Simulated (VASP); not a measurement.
# TaN in VASP: notebook

Aim: see how the results for TaN move with the level of theory and the settings. Levels: PBE, r2SCAN. Tasks: single point.

Program: VASP 6.6.1. These are calculated values, not measurements. Logs are shortened: lines on timing, memory, paths and dates and some standing lists are left out, and cuts for length are marked.

## 1. The cell of the first run

The structure is hexagonal, space group P-6m2 (No. 187). The conventional cell has a = 2.951 Å, b = 2.951 Å, c = 2.896 Å, α = 90.00°, β = 90.00°, γ = 120.00°. Ta (site symmetry -6m2) has 6 N at 2.24 Å and 8 Ta at 2.90 to 2.95 Å within 3.0 Å. Within 3.0 Å of N (site symmetry -6m2) lie 6 Ta at 2.24 Å and 8 N at 2.90 to 2.95 Å.

## 2. Single point, PBE

INCAR

```
SYSTEM = TaN
  ALGO = Normal
  EDIFF = 1E-7
  ENCUT = 520
  GGA = PE
  ISIF = 2
  ISMEAR = 0
  LASPH = .True.
  LCHARG = .False.
  LREAL = .False.
  LWAVE = .False.
  NBANDS = 15
  NELM = 100
  PREC = Accurate
  SIGMA = 0.1
```

KPOINTS

```
k-points
0
Gamma
  6 6 6
  0 0 0
```

POSCAR

```
TaN
1.0
    2.9513677165      0.0000000000      0.0000000000
   -1.4756838583      2.5559594184      0.0000000000
    0.0000000000      0.0000000000      2.8958612302
Ta N
1 1
Direct
    0.3333333333      0.6666666667      0.5000023800
    0.0000000000      0.0000000000     -0.0000023800
```

Potentials or basis: VASP PAW PBE potentials, release 64 (Ta_pv, N).

Launch:

```console
cat potpaw_PBE.64/Ta_pv/POTCAR potpaw_PBE.64/N/POTCAR > POTCAR
mpirun -np 1 vasp_std > vasp.out
```

OUTCAR:

```text
SYSTEM = TaN
   EDIFF = 1E-7
   ENCUT = 520
   GGA = PE
   ISIF = 2
   ISMEAR = 0
   LASPH = .True.
   LREAL = .False.
   NELM = 100
   PREC = Accurate

 ion  position               nearest neighbor table
   1  0.333  0.667  0.500-   2 2.24   2 2.24   2 2.24   2 2.24   2 2.24   2 2.24
   2  0.000  0.000  1.000-   1 2.24   1 2.24   1 2.24   1 2.24   1 2.24   1 2.24

  LATTYP: Found a hexagonal cell.
 ALAT       =     2.9513677165
 C/A-ratio  =     0.9811929615

  Lattice vectors:

 A1 = (   2.9513677165,   0.0000000000,   0.0000000000)
 A2 = (  -1.4756838583,   2.5559594184,   0.0000000000)
 A3 = (   0.0000000000,   0.0000000000,   2.8958612302)

Analysis of symmetry for initial positions (statically):
=====================================================================
 Subroutine PRICEL returns:
 Original cell was already a primitive cell.

 Routine SETGRP: Setting up the symmetry group for a
 hexagonal supercell.

 Subroutine GETGRP returns: Found 12 space group operations
 (whereof 12 operations were pure point group operations)
 out of a pool of 24 trial point group operations.

The static configuration has the point symmetry D_3h.

Analysis of symmetry for dynamics (positions and initial velocities):
=====================================================================
 Subroutine PRICEL returns:
 Original cell was already a primitive cell.

 Routine SETGRP: Setting up the symmetry group for a
 hexagonal supercell.

 Subroutine GETGRP returns: Found 12 space group operations
 (whereof 12 operations were pure point group operations)
 out of a pool of 24 trial point group operations.

The dynamic configuration has the point symmetry D_3h.

 Subroutine INISYM returns: Found 12 space group operations
 (whereof 12 operations are pure point group operations),
 and found     1 'primitive' translations

----------------------------------------------------------------------------------------

                                     Primitive cell

  volume of cell :      21.8451

  direct lattice vectors                    reciprocal lattice vectors
     2.951367717  0.000000000  0.000000000     0.338825960  0.195621259  0.000000000
    -1.475683858  2.555959418  0.000000000     0.000000000  0.391242518  0.000000000
     0.000000000  0.000000000  2.895861230     0.000000000  0.000000000  0.345320414

  length of vectors
     2.951367717  2.951367717  2.895861230     0.391242518  0.391242518  0.345320414
[... 85 lines left out ...]
   IBRION =     -1    ionic relax: 0-MD 1-quasi-New 2-CG
   NFREE  =      0    steps in history (QN), initial steepest desc. (CG)
   ISIF   =      2    stress and relaxation
   ISYM   =      2    0-nonsym 1-usesym 2-fastsym
   POTIM  = 0.5000    time-step for ionic-motion
   TEBEG  =    0.0;   TEEND  =   0.0 temperature during run
   PSTRESS=    0.0 pullay stress
   NELECT =      16.0000    total number of electrons
   NUPDOWN=      -1.0000    fix difference up-down
   EMIN   =  10.00;   EMAX   =-10.00  energy-range for DOS
   EFERMI =   0.00;   METHOD = LEGACY
   ISMEAR =     0;   SIGMA  =   0.10  broadening in eV -4-tet -1-fermi 0-gaus
   EFERMI_NEDOS =   21; number of points for ismear=-14 and -15
   IALGO  =     38    algorithm
   IMIX   =      4    mixing-type and parameters
     AMIX     =   0.40;   BMIX     =  1.00
     AMIX_MAG =   1.60;   BMIX_MAG =  1.00
  volume/ion in A,a.u.               =      10.92        73.71
  Fermi-wavevector in a.u.,A,eV,Ry     =   1.475695  2.788658 29.629061  2.177675
  Thomas-Fermi vector in A             =   2.590312
   LORBIT       =      0    0 simple, 1 ext, 2 COOP (PROOUT), +10 PAW based schemes
   GGA     = PE    functional components
   LHFCALC =     F    Hartree Fock is set to
   AEXX    =    0.0000 exact exchange contribution
   IVDW    =     0    specifies the selected vdW correction
   LEPSILON=     F    determine dielectric tensor
   LRPA    =     F    only Hartree local field effects (RPA)
 non-spin polarized calculation
 Gauss-broadening in eV      SIGMA  =   0.10
  energy-cutoff  :      520.00
  volume of cell :       21.85
 maximum number of plane-waves:       611
 NGX is ok and might be reduce to    24

 number of electron      16.0000001 magnetization

 Free energy of the ion-electron system (eV)
  ---------------------------------------------------
  ext. energy  EPLUGINS =         0.00000000
  ---------------------------------------------------
  free energy    TOTEN  =       -22.44716973 eV

  energy without entropy =      -22.44592963  energy(sigma->0) =      -22.44654968

 E-fermi :   8.3121     XC(G=0): -13.2716

 val. band max:        8.2376061725   @ k =   0.3333   0.3333   0.0000
 cond. band min:       8.3446332392   @ k =   0.0000   0.0000   0.3333
 fundamental gap:      0.1070270667
 Fermi energy:         8.3121485336

 k-point     1 :       0.0000    0.0000    0.0000
  band No.  band energies     occupation
      1     -26.7802      2.00000
      2     -26.5133      2.00000
      3     -26.5133      2.00000
      4      -9.5660      2.00000
      5       3.6085      2.00000
      6       3.6085      2.00000
      7       3.9651      2.00000
      8       5.2030      2.00000
      9      10.2203      0.00000
     10      11.6381      0.00000
     11      11.6381      0.00000
     12      12.0386      0.00000
     13      12.0386      0.00000
     14      21.1256      0.00000
[... 401 lines left out ...]
      2     -27.1205      2.00000
      3     -26.5918      2.00000
      4      -7.4535      2.00000
      5       0.6827      2.00000
      6       2.5461      2.00000
      7       2.8793      2.00000
      8       6.7396      2.00000
      9      11.4421      0.00000
     10      11.6228      0.00000
     11      13.1909      0.00000
     12      14.2337      0.00000
     13      18.6803      0.00000
     14      20.3558      0.00000
     15      21.4266      0.00000

 [... further k-points ...]
[... 5 lines left out ...]
  --------------------------------------------------------------------------------------
  -------------------------------------------------------------------------------------
  Total        0.0571107      0.0571107      0.1497996     -0.0000000     -0.0000000      0.0000000
  in kB        4.1886423      4.1886423     10.9866700     -0.0000000     -0.0000000      0.0000000
  external PRESSURE =       6.4546516 kB  Pullay stress =       0.0000000 kB

 VOLUME and BASIS-vectors are now :
 -----------------------------------------------------------------------------
  energy-cutoff  :      520.00
  volume of cell :       21.85
      direct lattice vectors                 reciprocal lattice vectors
     2.951367717  0.000000000  0.000000000     0.338825960  0.195621259  0.000000000
    -1.475683858  2.555959418  0.000000000     0.000000000  0.391242518  0.000000000
     0.000000000  0.000000000  2.895861230     0.000000000  0.000000000  0.345320414

 POSITION                                       TOTAL-FORCE (eV/Angst)
 -----------------------------------------------------------------------------------
     -0.00000      1.70397      1.44794         0.000000      0.000000      0.000000
      0.00000      0.00000      2.89585        -0.000000      0.000000      0.000000
 -----------------------------------------------------------------------------------
    total drift:                                0.000000     -0.000000      0.002545

  FREE ENERGIE OF THE ION-ELECTRON SYSTEM (eV)
  ---------------------------------------------------
  free  energy   TOTEN  =       -22.4471697350 eV

  energy  without entropy=      -22.4459296279  energy(sigma->0) =      -22.44654968
```

stdout:

```text
POSCAR found type information on POSCAR TaN
 POSCAR found :  2 types and       2 ions
 scaLAPACK will be used
 LDA part: xc-table for (Slater+PW92), standard interpolation
 POSCAR, INCAR and KPOINTS ok, starting setup
 FFT: planning ... GRIDC
 FFT: planning ... GRID_SOFT
 FFT: planning ... GRID
 WAVECAR not read
 entering main loop
```

Wall time 8.3 s (1 thread of Intel Xeon Platinum 8488C (Sapphire Rapids), shared host); peak memory 0.14 GiB.

What came out:

- Free energy: -22.4472 eV
- Pressure: 0.6 GPa
- Band gap on the k mesh: zero (bands 8 and 9 overlap by 0.31 eV)

Levels at points of the mesh, in eV from the Fermi level:
```
           k point  band 5  band 6  band 7  band 8  band 9  band 10  band 11  band 12
(0.00, 0.00, 0.00)   -4.70   -4.70   -4.35   -3.11    1.91     3.33     3.33     3.73
(0.50, 0.00, 0.00)   -8.41   -5.32   -3.62   -3.36    2.76     3.74     4.94     5.00
(0.00, 0.00, 0.50)   -9.46   -3.91   -3.91   -0.28   -0.28     2.16     3.09     3.09
(0.50, 0.00, 0.50)   -7.44   -6.33   -5.81   -0.59    3.86     5.05     5.72     6.75
```

Caveat: the k points lie up to 0.41 Å⁻¹ apart; spin-orbit coupling is left out, which moves the levels of the heavy elements.

## 3. Single point, PBE

This run uses another cell than the first one: it holds 8 atoms, not 2.

INCAR

```
SYSTEM = TaN
  PREC = Accurate
  ENCUT = 520
  EDIFF = 1E-6
  ISMEAR = 0
  SIGMA = 0.1
  LREAL = .False.
  LASPH = .True.
  NELM = 80
  ALGO = Normal
  ISIF = 2
  LWAVE = .False.
  LCHARG = .False.
  GGA = PE
  NBANDS = 42
```

KPOINTS

```
regular mesh
0
Gamma
  6 4 4
  0 0 0
```

POSCAR

```
TaN
1.0
    2.9502045230      0.0000000000      0.0000000000
    0.0000000000      5.1099041266      0.0000000000
    0.0000000000      0.0000000000      5.7955766061
Ta N
4 4
Direct
    0.0000000000      0.3333333333      0.2500000000
    0.0000000000      0.3333333333      0.7500000000
    0.5000000000      0.8333333333      0.2500000000
    0.5000000000      0.8333333333      0.7500000000
    0.5000000000      0.5000000000      0.5000000000
    0.5000000000      0.5000000000      0.0000000000
    1.0000000000      1.0000000000      0.5000000000
    0.0000000000      0.0000000000      0.0000000000
```

Potentials or basis: VASP PAW PBE potentials, release 64 (Ta_pv, N).

Launch:

```console
cat potpaw_PBE.64/Ta_pv/POTCAR potpaw_PBE.64/N/POTCAR > POTCAR
mpirun -np 1 vasp_std > vasp.out
```

It took 94 s on 1 thread of Intel Xeon Platinum 8488C (Sapphire Rapids), shared host; peak memory 0.26 GiB.

Results (log left out):

* Free energy: -89.7836 eV
* Pressure: 0.7 GPa
* Largest force: 0.006 eV/Å
* Band gap on the k mesh: zero (bands 32 and 33 overlap by 0.21 eV)

Forces in eV/Å, atoms in the order of the input:
```
Ta   0.000 -0.006  0.000
Ta   0.000 -0.006  0.000
Ta   0.000 -0.006  0.000
Ta   0.000 -0.006  0.000
N    0.000  0.006  0.000
N    0.000  0.006  0.000
N    0.000  0.006  0.000
N    0.000  0.006  0.000
```

Stress tensor (GPa, compression positive):
```
0.08 0.00 0.00
0.00 0.79 0.00
0.00 0.00 1.12
```

Levels at points of the mesh, in eV from the Fermi level:
```tsv
k point	band 30	band 31	band 32	band 33	band 34	band 35
(0.00, 0.00, 0.00)	-3.00	-0.48	-0.17	-0.17	2.03	2.26
(0.50, 0.00, 0.00)	-1.22	-1.17	-1.17	1.11	1.11	1.55
(0.00, 0.50, 0.00)	-3.16	-1.72	-1.72	1.87	1.87	2.03
(0.50, 0.50, 0.00)	-3.24	-0.48	-0.48	2.87	2.87	3.86
(0.00, 0.00, 0.50)	-1.55	-0.44	-0.44	0.70	0.70	0.70
(0.50, 0.00, 0.50)	-1.15	-1.15	-1.15	2.23	2.23	2.23
(0.00, 0.50, 0.50)	-1.82	-1.82	-1.82	1.74	1.74	1.74
(0.50, 0.50, 0.50)	-1.55	-1.55	-1.55	2.50	2.50	2.50
```

Caveat: spin-orbit coupling is left out, which moves the levels of the heavy elements.

## 4. Single point, PBE

This run uses another cell than the first one: it holds 8 atoms, not 2.

INCAR

```
PREC = Accurate
ENCUT = 520
EDIFF = 1E-6
ISMEAR = 0
SIGMA = 0.1
LREAL = False
LASPH = True
NELM = 80
ALGO = Normal
ISIF = 2
LWAVE = False
LCHARG = False
GGA = PE
NBANDS = 42
```

KPOINTS

```
Automatic mesh
0
Gamma
  6 4 4
```

POSCAR

```
TaN
1.0
    2.9464727717      0.0000660938     -0.0000076031
   -0.0000280619      5.1134727586      0.0000001888
    0.0000164341     -0.0000304435      5.7985523146
Ta N
4 4
Direct
   -0.0000183598      0.3332287541      0.2499972669
   -0.0000177423      0.3332273395      0.7499973876
    0.4999832023      0.8332290873      0.2499988713
    0.4999816159      0.8332277012      0.7499986675
    0.5000223452      0.5001049340      0.5000042734
    0.5000163407      0.5001058713      0.0000030526
    1.0000170905      1.0001039505      0.5000007671
    0.0000155073      0.0001056954     -0.0000002863
```

Potentials or basis: VASP PAW PBE potentials, release 64 (Ta_pv, N).

Launch:

```console
cat potpaw_PBE.64/Ta_pv/POTCAR potpaw_PBE.64/N/POTCAR > POTCAR
mpirun -np 1 vasp_std > vasp.out
```

OUTCAR:

```text
PREC = Accurate
   ENCUT = 520
   EDIFF = 1E-6
   ISMEAR = 0
   LREAL = False
   LASPH = True
   NELM = 80
   ISIF = 2
   GGA = PE

 ion  position               nearest neighbor table
   1  1.000  0.333  0.250-   6 2.24   5 2.24   6 2.24   5 2.24   8 2.24   7 2.24   2 2.90   2 2.90
                             3 2.95   3 2.95   3 2.95   3 2.95
   2  1.000  0.333  0.750-   5 2.24   6 2.24   5 2.24   6 2.24   7 2.24   8 2.24   1 2.90   1 2.90
[... 1320 lines left out ...]
  Total        0.3325345      0.3221134      0.4273849     -0.0022470     -0.0000022      0.0000004
  in kB        6.0983073      5.9071960      7.8377562     -0.0412066     -0.0000408      0.0000065
  external PRESSURE =       6.6144198 kB  Pullay stress =       0.0000000 kB

 VOLUME and BASIS-vectors are now :
 -----------------------------------------------------------------------------
  energy-cutoff  :      520.00
  volume of cell :       87.37
      direct lattice vectors                 reciprocal lattice vectors
     2.946472772  0.000066094 -0.000007603     0.339388848  0.000001863 -0.000000962
    -0.000028062  5.113472759  0.000000189    -0.000004387  0.195561812  0.000001027
     0.000016434 -0.000030444  5.798552315     0.000000445 -0.000000006  0.172456838

 POSITION                                       TOTAL-FORCE (eV/Angst)
 -----------------------------------------------------------------------------------
      2.94641      1.70401      1.44961         0.001590      0.004069     -0.000000
      2.94642      1.70399      4.34889         0.001590      0.004069     -0.000000
      1.47317      4.26072      1.44963         0.001590      0.004069     -0.000000
      1.47317      4.26070      4.34890         0.001590      0.004069     -0.000000
      1.47330      2.55729      2.89930        -0.001590     -0.004069      0.000000
      1.47327      2.55731      0.00001        -0.001590     -0.004069      0.000000
      0.00006      0.00052      2.89928        -0.001590     -0.004069      0.000000
      0.00006      0.00051      5.79855        -0.001590     -0.004069      0.000000
 -----------------------------------------------------------------------------------
    total drift:                               -0.003097     -0.004591     -0.030229

  FREE ENERGIE OF THE ION-ELECTRON SYSTEM (eV)
  ---------------------------------------------------
  free  energy   TOTEN  =       -89.7838935555 eV

  energy  without entropy=      -89.7806067603  energy(sigma->0) =      -89.78225016
```

Run time: 1.8 min. Hardware: 1 thread of Intel Xeon Platinum 8488C (Sapphire Rapids), shared host; peak memory 0.27 GiB.

Results:

| Property | Result |
| --- | --- |
| Free energy | -89.7839 eV |
| Pressure | 0.7 GPa |
| Largest force | 0.004 eV/Å |
| Band gap on the k mesh | zero (bands 32 and 33 overlap by 0.19 eV) |

Forces in eV/Å, atoms in the order of the input:
```
Ta   0.002  0.004  0.000
Ta   0.002  0.004  0.000
Ta   0.002  0.004  0.000
Ta   0.002  0.004  0.000
N   -0.002 -0.004  0.000
N   -0.002 -0.004  0.000
N   -0.002 -0.004  0.000
N   -0.002 -0.004  0.000
```

Stress tensor (GPa, compression positive):
```
0.61 0.00 0.00
0.00 0.59 0.00
0.00 0.00 0.78
```

Caveat: spin-orbit coupling is left out, which moves the levels of the heavy elements.

## 5. Single point, r2SCAN

POSCAR

```
TaN
1.0
    2.9502045230      0.0000000000      0.0000000000
   -1.4751022615      2.5549520633      0.0000000000
    0.0000000000      0.0000000000      2.8977883030
Ta N
1 1
Direct
    0.3333333333      0.6666666667      0.5000000000
    0.0000000000      0.0000000000      0.0000000000
```

INCAR.step1

```
SYSTEM = TaN
ALGO = Normal
EDIFF = 1E-4
ENCUT = 520
GGA = PE
ISMEAR = 0
LASPH = .True.
LCHARG = .False.
LREAL = .False.
LWAVE = .True.
NBANDS = 15
NELM = 80
PREC = Accurate
SIGMA = 0.1
```

INCAR.step2

```
SYSTEM = TaN
ALGO = Normal
EDIFF = 1E-6
ENCUT = 520
ISIF = 2
ISMEAR = 0
ISTART = 1
LASPH = .True.
LCHARG = .False.
LMIXTAU = .True.
LREAL = .False.
LWAVE = .False.
METAGGA = R2SCAN
NBANDS = 15
NELM = 80
PREC = Accurate
SIGMA = 0.1
```

KPOINTS

```
k-points
0
Gamma
  21 21 20
  0 0 0
```

Launch:

```console
cat potpaw_PBE.64/Ta_pv/POTCAR potpaw_PBE.64/N/POTCAR > POTCAR
cp INCAR.step1 INCAR
mpirun -np 1 vasp_std > vasp.out
cp INCAR.step2 INCAR
mpirun -np 1 vasp_std > vasp.out
```

Run time: 4.9 min. Hardware: 1 thread of Intel Xeon Platinum 8488C (Sapphire Rapids), shared host; peak memory 0.29 GiB.

It converged, with:

```
Free energy            : -60.3940 eV
Pressure               : -3.4 GPa
Band gap on the k mesh : zero (bands 8 and 9 overlap by 0.47 eV)
```

Stress tensor (GPa, compression positive):
```
-3.36  0.00  0.00
 0.00 -3.36  0.00
 0.00  0.00 -3.54
```

Levels at points of the mesh, in eV from the Fermi level:
| k point | band 4 | band 5 | band 6 | band 7 | band 8 | band 9 | band 10 | band 11 | band 12 | band 13 |
| --- | --- | --- | --- | --- | --- | --- | --- | --- | --- | --- |
| (0.00, 0.00, 0.00) | -18.69 | -4.74 | -4.74 | -4.32 | -3.12 | 2.41 | 3.70 | 3.70 | 4.16 | 4.16 |
| (0.00, 0.00, 0.50) | -16.13 | -9.62 | -3.90 | -3.90 | -0.07 | -0.07 | 2.34 | 3.60 | 3.60 | 8.78 |

Caveat: the cell stands under tension; the PAW data sets were made with another functional, which shifts forces and pressure a little; spin-orbit coupling is left out, which moves the levels of the heavy elements.

## 6. The runs side by side

| level | cell | k mesh | gap on the mesh (eV) | pressure (GPa) |
| --- | --- | --- | --- | --- |
| PBE | a = 2.951, b = 2.951, c = 2.896 Å, angles 90.0, 90.0, 120.0°, 2 atoms, atomic positions A | 6 × 6 × 6 | none | 0.6 |
| PBE | a = 2.950, b = 5.110, c = 5.796 Å, 8 atoms, atomic positions B | 6 × 4 × 4 | none | 0.7 |
| PBE | a = 2.946, b = 5.113, c = 5.799 Å, 8 atoms, atomic positions C | 6 × 4 × 4 | none | 0.7 |
| r2SCAN | a = 2.950, b = 2.950, c = 2.898 Å, angles 90.0, 90.0, 120.0°, 2 atoms, atomic positions A | 21 × 21 × 20 | none | -3.4 |

Alike in all rows: task single point; potentials or basis VASP PAW PBE potentials, release 64 (Ta_pv, N); no spin polarisation; cutoff (eV) 520; smearing gaussian 0.1 eV.

Caveats: some runs use coarse meshes; spin-orbit coupling is left out, which moves the levels of the heavy elements; the cell stands under tension (at least some runs); the PAW data sets were made with another functional, which shifts forces and pressure a little (at least some runs).

Absolute energies hang on the potentials; compare differences alone.

The gap in the log of VASP goes by the Fermi energy; the results here count the filled bands.